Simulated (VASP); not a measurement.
# GaP (F-43m) in VASP: notebook

Runs on GaP. Level: PBEsol. Tasks: vibrations by perturbation theory.

Everything below comes from runs of VASP 6.6.1. Logs are shortened: lines on timing, memory, paths and dates and some standing lists are left out, and cuts for length are marked.

## (1) The cell of the first run

Symmetry: F-43m, No. 216, cubic system. The conventional cell has a = 5.468 Å, b = 5.468 Å, c = 5.468 Å, α = 90.00°, β = 90.00°, γ = 90.00°. Ga (site symmetry -43m) has 4 P at 2.37 Å within 3.1 Å. Within 3.1 Å of P (site symmetry -43m) lie 4 Ga at 2.37 Å.

## (2) Vibrations by perturbation theory, PBEsol

INCAR

```
SYSTEM = GaP
PREC = Accurate
ENCUT = 520
EDIFF = 1E-8
ISMEAR = 0
SIGMA = 0.01
LREAL = .FALSE.
LASPH = .TRUE.
NELM = 60
ALGO = Normal
ISIF = 2
LWAVE = .FALSE.
LCHARG = .FALSE.
GGA = PS
IBRION = 8
NSW = 1
LEPSILON = .TRUE.
```

KPOINTS

```
regular mesh
0
G
  8 8 8
  0 0 0
```

POSCAR

```
GaP
1.0
    0.0000000000      2.7339000000      2.7339000000
    2.7339000000      0.0000000000      2.7339000000
    2.7339000000      2.7339000000      0.0000000000
Ga P
1 1
Direct
    0.0000000000      0.0000000000      0.0000000000
    0.2500000000      0.2500000000      0.2500000000
```

Potentials or basis: VASP PAW PBE potentials, release 64 (Ga_d, P).

Run with:

```
$ cat potpaw_PBE.64/Ga_d/POTCAR potpaw_PBE.64/P/POTCAR > POTCAR
$ mpirun -np 1 vasp_std > vasp.out
```

OUTCAR:

```text
SYSTEM = GaP
   PREC = Accurate
   ENCUT = 520
   EDIFF = 1E-8
   ISMEAR = 0
   LREAL = .FALSE.
   LASPH = .TRUE.
   NELM = 60
   ISIF = 2
   GGA = PS
   IBRION = 8
   NSW = 1
   LEPSILON = .TRUE.

 ion  position               nearest neighbor table
   1  0.000  0.000  0.000-   2 2.37   2 2.37   2 2.37   2 2.37
   2  0.250  0.250  0.250-   1 2.37   1 2.37   1 2.37   1 2.37

  LATTYP: Found a face centered cubic cell.
 ALAT       =     5.4678000000

  Lattice vectors:

 A1 = (   0.0000000000,   2.7339000000,   2.7339000000)
 A2 = (   2.7339000000,   0.0000000000,   2.7339000000)
 A3 = (   2.7339000000,   2.7339000000,   0.0000000000)

Analysis of symmetry for initial positions (statically):
=====================================================================
 Subroutine PRICEL returns:
 Original cell was already a primitive cell.

 Routine SETGRP: Setting up the symmetry group for a
 face centered cubic supercell.

 Subroutine GETGRP returns: Found 24 space group operations
 (whereof 24 operations were pure point group operations)
 out of a pool of 48 trial point group operations.

The static configuration has the point symmetry T_d .

Analysis of symmetry for dynamics (positions and initial velocities):
=====================================================================
 Subroutine PRICEL returns:
 Original cell was already a primitive cell.

 Routine SETGRP: Setting up the symmetry group for a
 face centered cubic supercell.

 Subroutine GETGRP returns: Found 24 space group operations
 (whereof 24 operations were pure point group operations)
 out of a pool of 48 trial point group operations.

The dynamic configuration has the point symmetry T_d .

 Subroutine INISYM returns: Found 24 space group operations
 (whereof 24 operations are pure point group operations),
 and found     1 'primitive' translations

[... 617 lines left out ...]
     0.00000 -6.65590 -0.00333

 MACROSCOPIC STATIC DIELECTRIC TENSOR (including local field effects in DFT)
 ------------------------------------------------------
          11.734071     0.000000    -0.000000
          -0.000000    11.734071     0.000000
          -0.000000    -0.000000    11.734071
 ------------------------------------------------------

 PIEZOELECTRIC TENSOR (including local field effects)  for field in x, y, z        (e  Angst)
          XX          YY          ZZ          XY          YZ          ZX
  --------------------------------------------------------------------------------
  x     0.00000     0.00000     0.00000     0.00000    -2.07541     0.00000
  y     0.00000    -0.00000     0.00000     0.00000     0.00000    -2.07541
  z     0.00000     0.00000     0.00000    -2.07541     0.00000     0.00000

 PIEZOELECTRIC TENSOR (including local field effects)  for field in x, y, z        (C/m^2)
          XX          YY          ZZ          XY          YZ          ZX
  --------------------------------------------------------------------------------
  x     0.00000     0.00000     0.00000     0.00000    -0.81365     0.00000
  y     0.00000    -0.00000     0.00000     0.00000     0.00000    -0.81365
  z     0.00000     0.00000     0.00000    -0.81365     0.00000     0.00000

 BORN EFFECTIVE CHARGES (including local field effects) (in |e|, cummulative output)
 ---------------------------------------------------------------------------------
 ion    1
    1     2.21292    -0.00000     0.00000
    2     0.00000     2.21292     0.00000
    3    -0.00000     0.00000     2.21292
 ion    2
    1    -2.21292     0.00000    -0.00000
    2     0.00000    -2.21292     0.00000
    3     0.00000    -0.00000    -2.21292

 INTERNAL STRAIN TENSOR FOR ION    2 for displacements in x,y,z  (eV/Angst):
          X           Y           Z          XY          YZ          ZX
  --------------------------------------------------------------------------------
  x     0.00000     0.00000     0.00000     0.00000    -6.65590     0.00000
  y     0.00000    -0.00000     0.00000     0.00000     0.00000    -6.65590
  z     0.00000     0.00000     0.00000    -6.65590     0.00000     0.00000

 SECOND DERIVATIVES (NOT SYMMETRIZED)
 ------------------------------------
               1X          1Y          1Z          2X          2Y          2Z
  1X    -9.557656    0.000000    0.000000    9.557656    0.000000    0.000000
  1Y     0.000000   -9.557656    0.000000    0.000000    9.557656    0.000000
  1Z     0.000000    0.000000   -9.557656    0.000000    0.000000    9.557656
  2X     9.589241    0.000000    0.000000   -9.589241    0.000000    0.000000
  2Y     0.000000    9.589241    0.000000    0.000000   -9.589241    0.000000
  2Z     0.000000    0.000000    9.589241    0.000000    0.000000   -9.589241

 Eigenvectors and eigenvalues of the dynamical matrix
 ----------------------------------------------------

   1 f  =   10.448271 THz    65.648424 2PiTHz  348.516814 cm-1    43.210558 meV
             X         Y         Z           dx          dy          dz
      0.000000  0.000000  0.000000     0.000000    0.553980    0.000000
      1.366950  1.366950  1.366950     0.000000   -0.832530    0.000000
[... 21 lines left out ...]
   6 f/i=    0.007949 THz     0.049946 2PiTHz    0.265156 cm-1     0.032875 meV
             X         Y         Z           dx          dy          dz
      0.000000  0.000000  0.000000     0.000000    0.000000    0.832530
      1.366950  1.366950  1.366950     0.000000    0.000000    0.553980

--------------------------------------------------------------------------------------------------------

 MACROSCOPIC STATIC DIELECTRIC TENSOR IONIC CONTRIBUTION
 ------------------------------------------------------
           2.264899    -0.000000     0.000000
          -0.000000     2.264899    -0.000000
           0.000000    -0.000000     2.264899
 ------------------------------------------------------

 ELASTIC MODULI CONTR FROM IONIC RELAXATION (kBar)
 Direction    XX          YY          ZZ          XY          YZ          ZX
 --------------------------------------------------------------------------------
 XX          -0.0000      0.0000      0.0000     -0.0000      0.0000     -0.0000
 YY           0.0000     -0.0000     -0.0000     -0.0000     -0.0000     -0.0000
 ZZ           0.0000     -0.0000     -0.0000      0.0000     -0.0000     -0.0000
 XY          -0.0000     -0.0000      0.0000   -179.1954     -0.0000      0.0000
 YZ           0.0000     -0.0000     -0.0000     -0.0000   -179.1954      0.0000
 ZX          -0.0000     -0.0000     -0.0000      0.0000      0.0000   -179.1954
 --------------------------------------------------------------------------------

 PIEZOELECTRIC TENSOR IONIC CONTR  for field in x, y, z        (C/m^2)
          XX          YY          ZZ          XY          YZ          ZX
  --------------------------------------------------------------------------------
  x    -0.00000     0.00000     0.00000     0.00000     0.59946    -0.00000
  y     0.00000     0.00000     0.00000    -0.00000    -0.00000     0.59946
  z     0.00000     0.00000    -0.00000     0.59946     0.00000    -0.00000
```

It took 6.7 min on 1 thread of AMD EPYC 7R13 (Zen 3), shared host; peak memory 0.25 GiB.

What came out:

```yaml
Electronic_dielectric_tensor_diagonal: 11.73
Born_charges_mean_of_the_diagonal: Ga +2.21; P -2.21 e
Highest_phonon_frequency_at_Γ_LO-TO_splitting_left_out: 349 cm⁻¹
```

Phonon frequencies in cm⁻¹ (negative: imaginary):
| q point | frequencies |
| --- | --- |
| (0.000, 0.000, 0.000) | 0 0 0 349 349 349 |

Electronic dielectric tensor:
```
11.73  0.00  0.00
 0.00 11.73  0.00
 0.00  0.00 11.73
```

Born effective charge tensors (e):
atom 1, Ga
```
2.21 0.00 0.00
0.00 2.21 0.00
0.00 0.00 2.21
```
atom 2, P
```
-2.21  0.00  0.00
 0.00 -2.21  0.00
 0.00  0.00 -2.21
```

Caveat: the cell stands under pressure or tension, which shifts response properties; the PAW data sets were made with another functional, which shifts forces and pressure a little.

## (3) Vibrations by perturbation theory, PBEsol

This run uses another cell than the first one, of 19.51 Å³/atom.

INCAR

```
PREC = Accurate
ENCUT = 520
EDIFF = 1E-8
ISMEAR = 0
SIGMA = 0.01
LREAL = False
LASPH = True
NELM = 60
ALGO = Normal
ISIF = 2
LWAVE = False
LCHARG = False
GGA = PS
NBANDS = 16
IBRION = 8
NSW = 1
LEPSILON = True
```

KPOINTS

```
Automatic mesh
0
Gamma
  10 10 10
```

POSCAR

```
GaP
1.0
    0.0000000000      2.6920000000      2.6920000000
    2.6920000000      0.0000000000      2.6920000000
    2.6920000000      2.6920000000      0.0000000000
Ga P
1 1
Direct
    0.0000000000      0.0000000000      0.0000000000
    0.2500000000      0.2500000000      0.2500000000
```

Potentials or basis: VASP PAW PBE potentials, release 64 (Ga_d, P).

Run with:

```
$ cat potpaw_PBE.64/Ga_d/POTCAR potpaw_PBE.64/P/POTCAR > POTCAR
$ mpirun -np 1 vasp_std > vasp.out
```

OUTCAR:

```text
PREC = Accurate
   ENCUT = 520
   EDIFF = 1E-8
   ISMEAR = 0
   LREAL = False
   LASPH = True
   NELM = 60
   ISIF = 2
   GGA = PS
   IBRION = 8
   NSW = 1
   LEPSILON = True

 ion  position               nearest neighbor table
   1  0.000  0.000  0.000-   2 2.33   2 2.33   2 2.33   2 2.33
   2  0.250  0.250  0.250-   1 2.33   1 2.33   1 2.33   1 2.33

  LATTYP: Found a face centered cubic cell.
 ALAT       =     5.3840000000

  Lattice vectors:

 A1 = (   0.0000000000,   2.6920000000,   2.6920000000)
 A2 = (   2.6920000000,   0.0000000000,   2.6920000000)
 A3 = (   2.6920000000,   2.6920000000,   0.0000000000)

Analysis of symmetry for initial positions (statically):
=====================================================================
 Subroutine PRICEL returns:
 Original cell was already a primitive cell.

 Routine SETGRP: Setting up the symmetry group for a
 face centered cubic supercell.

 Subroutine GETGRP returns: Found 24 space group operations
 (whereof 24 operations were pure point group operations)
 out of a pool of 48 trial point group operations.

The static configuration has the point symmetry T_d .

Analysis of symmetry for dynamics (positions and initial velocities):
=====================================================================
 Subroutine PRICEL returns:
 Original cell was already a primitive cell.

 Routine SETGRP: Setting up the symmetry group for a
 face centered cubic supercell.

 Subroutine GETGRP returns: Found 24 space group operations
[... 714 lines left out ...]
          XX          YY          ZZ          XY          YZ          ZX
  --------------------------------------------------------------------------------
  x    -0.00000     0.00000     0.00000     0.00000    -0.77361     0.00000
  y    -0.00000     0.00000    -0.00000     0.00000     0.00000    -0.77361
  z     0.00000    -0.00000     0.00000    -0.77361     0.00000     0.00000

 BORN EFFECTIVE CHARGES (including local field effects) (in |e|, cummulative output)
 ---------------------------------------------------------------------------------
 ion    1
    1     2.09303     0.00000     0.00000
    2     0.00000     2.09303     0.00000
    3     0.00000    -0.00000     2.09303
 ion    2
    1    -2.09303     0.00000     0.00000
    2     0.00000    -2.09303     0.00000
    3    -0.00000     0.00000    -2.09303

 INTERNAL STRAIN TENSOR FOR ION    2 for displacements in x,y,z  (eV/Angst):
          X           Y           Z          XY          YZ          ZX
  --------------------------------------------------------------------------------
  x     0.00000    -0.00000    -0.00000     0.00000    -8.54856     0.00000
  y     0.00000     0.00000     0.00000     0.00000     0.00000    -8.54856
  z    -0.00000    -0.00000     0.00000    -8.54856     0.00000     0.00000

 SECOND DERIVATIVES (NOT SYMMETRIZED)
 ------------------------------------
               1X          1Y          1Z          2X          2Y          2Z
  1X   -10.719264    0.000000    0.000000   10.719264    0.000000    0.000000
  1Y     0.000000  -10.719264    0.000000    0.000000   10.719264    0.000000
  1Z     0.000000    0.000000  -10.719264    0.000000    0.000000   10.719264
  2X    10.727997    0.000000    0.000000  -10.727997    0.000000    0.000000
  2Y     0.000000   10.727997    0.000000    0.000000  -10.727997    0.000000
  2Z     0.000000    0.000000   10.727997    0.000000    0.000000  -10.727997

 Eigenvectors and eigenvalues of the dynamical matrix
 ----------------------------------------------------

   1 f  =   11.055471 THz    69.463575 2PiTHz  368.770827 cm-1    45.721735 meV
             X         Y         Z           dx          dy          dz
      0.000000  0.000000  0.000000     0.000000   -0.147940   -0.534356
      1.346000  1.346000  1.346000    -0.000000    0.222050    0.802042
[... 21 lines left out ...]
   6 f/i=    0.002077 THz     0.013051 2PiTHz    0.069286 cm-1     0.008590 meV
             X         Y         Z           dx          dy          dz
      0.000000  0.000000  0.000000    -0.011640   -0.319089    0.768521
      1.346000  1.346000  1.346000    -0.007755   -0.212591    0.512023

--------------------------------------------------------------------------------------------------------

 MACROSCOPIC STATIC DIELECTRIC TENSOR IONIC CONTRIBUTION
 ------------------------------------------------------
           1.894614     0.000000     0.000000
           0.000000     1.894614    -0.000000
           0.000000    -0.000000     1.894614
 ------------------------------------------------------

 ELASTIC MODULI CONTR FROM IONIC RELAXATION (kBar)
 Direction    XX          YY          ZZ          XY          YZ          ZX
 --------------------------------------------------------------------------------
 XX          -0.0000     -0.0000     -0.0000     -0.0000      0.0000      0.0000
 YY          -0.0000     -0.0000     -0.0000     -0.0000     -0.0000      0.0000
 ZZ          -0.0000     -0.0000     -0.0000      0.0000     -0.0000      0.0000
 XY          -0.0000     -0.0000      0.0000   -277.1327      0.0000      0.0000
 YZ           0.0000     -0.0000     -0.0000      0.0000   -277.1327      0.0000
 ZX           0.0000      0.0000      0.0000      0.0000      0.0000   -277.1327
 --------------------------------------------------------------------------------

 PIEZOELECTRIC TENSOR IONIC CONTR  for field in x, y, z        (C/m^2)
          XX          YY          ZZ          XY          YZ          ZX
  --------------------------------------------------------------------------------
  x     0.00000     0.00000     0.00000     0.00000     0.68183     0.00000
  y    -0.00000     0.00000    -0.00000     0.00000     0.00000     0.68183
  z     0.00000     0.00000     0.00000     0.68183     0.00000    -0.00000
```

It took 11 min on 1 thread of AMD EPYC 7R13 (Zen 3), shared host; peak memory 0.36 GiB.

Results:

```
Electronic dielectric tensor (diagonal)                 : 10.66
Born charges (mean of the diagonal)                     : Ga +2.09; P -2.09 e
Highest phonon frequency at Γ, LO-TO splitting left out : 369 cm⁻¹
```

Phonon frequencies in cm⁻¹ (negative: imaginary):
```csv
q point,frequencies
"(0.000, 0.000, 0.000)",0 0 0 369 369 369
```

Electronic dielectric tensor:
```
10.66  0.00  0.00
 0.00 10.66  0.00
 0.00  0.00 10.66
```

Born effective charge tensors (e):
atom 1, Ga
```
2.09 0.00 0.00
0.00 2.09 0.00
0.00 0.00 2.09
```
atom 2, P
```
-2.09  0.00  0.00
 0.00 -2.09  0.00
 0.00  0.00 -2.09
```

Caveat: the cell stands under pressure or tension, which shifts response properties; the PAW data sets were made with another functional, which shifts forces and pressure a little.
